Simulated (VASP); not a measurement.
**MgS: relaxation of cell and atoms with PBEsol-based global hybrid with 25 % exact exchange**

Crystal: MgS.

```
Mg S
1.0
     3.61091    0.00000    0.00000
    -1.80545    3.12714    0.00000
     0.00000    0.00000    3.30526
Mg S
1 1
Direct
  0.00000 0.00000 0.50000
  0.66667 0.33333 0.00000
```

```json
{
  "Program": "VASP 6.6.1",
  "Task": "relaxation of cell and atoms",
  "Functional": "PBEsol-based global hybrid with 25 % exact exchange",
  "Potentials or basis": "VASP PAW PBE potentials, release 64 (Mg, S)",
  "Cutoff": "600 eV",
  "k mesh": "5 × 5 × 4",
  "Occupations": "fermi-dirac, width 0.05 eV",
  "Spin": "no spin polarisation",
  "Dipole correction": "no",
  "Grid for exact exchange (PRECFOCK)": "Normal",
  "Share of exact exchange": "0.25",
  "Further INCAR settings": "ALGO = Normal; EDIFF = 1e-06; IBRION = 2; EDIFFG = -0.01; NSW = 60; ISIF = 3"
}
```

- Relaxed volume: 17.95 Å³/atom
- Relaxed cell: a = 3.558 Å, b = 3.558 Å, c = 3.274 Å, α = 90.00°, β = 90.00°, γ = 120.00°
- Space group after relaxing (to 0.1 Å): P-6m2 (No. 187)
- Energy gained by relaxing: 6.4 meV/atom
- Ionic steps: 5
- Pressure after relaxing: 0.0 GPa
- Band gap on the k mesh: 3.07 eV (least direct gap 4.04 eV)

The path:
```csv
step,energy change (eV),largest force (eV/Å),pressure (GPa),volume (Å³)
1,0.0000,0.0000,-2.77,37.32
2,-0.0117,0.0000,0.72,35.61
3,-0.0125,0.0000,0.02,35.92
4,-0.0127,0.0000,0.00,35.89
5,-0.0127,0.0000,0.01,35.90
```

Final structure:
```xyz
2
Lattice="3.5584 0.0000 0.0000 -1.7792 3.0816 0.0000 0.0000 0.0000 3.2737" Properties=species:S:1:pos:R:3 pbc="T T T"
Mg   -1.7792    3.0816    1.6368
S     1.7792    1.0272    0.0000
```

Levels at points of the mesh, in eV from the valence-band top:
| k point | band 1 | band 2 | band 3 | band 4 | band 5 | band 6 | band 7 | band 8 |
| --- | --- | --- | --- | --- | --- | --- | --- | --- |
| (0.00, 0.00, 0.00) | -14.63 | -0.90 | -0.82 | -0.82 | 3.91 | 7.02 | 8.98 | 8.98 |
| (0.00, 0.00, 0.50) | -13.35 | -6.52 | 0.00 | 0.00 | 7.39 | 9.14 | 10.33 | 10.33 |

Wall time 25 min on 1 thread of Intel(R) Xeon(R) Platinum 8259CL CPU @ 2.50GHz (Skylake/Cascade Lake) (shared host), peak memory 0.19 GiB.

Caveat: the k points lie up to 0.48 Å⁻¹ apart in the final cell; the PAW data sets were made with another functional, which shifts forces and pressure a little; an odd mesh through Γ misses points on the zone boundary, where band edges can lie.
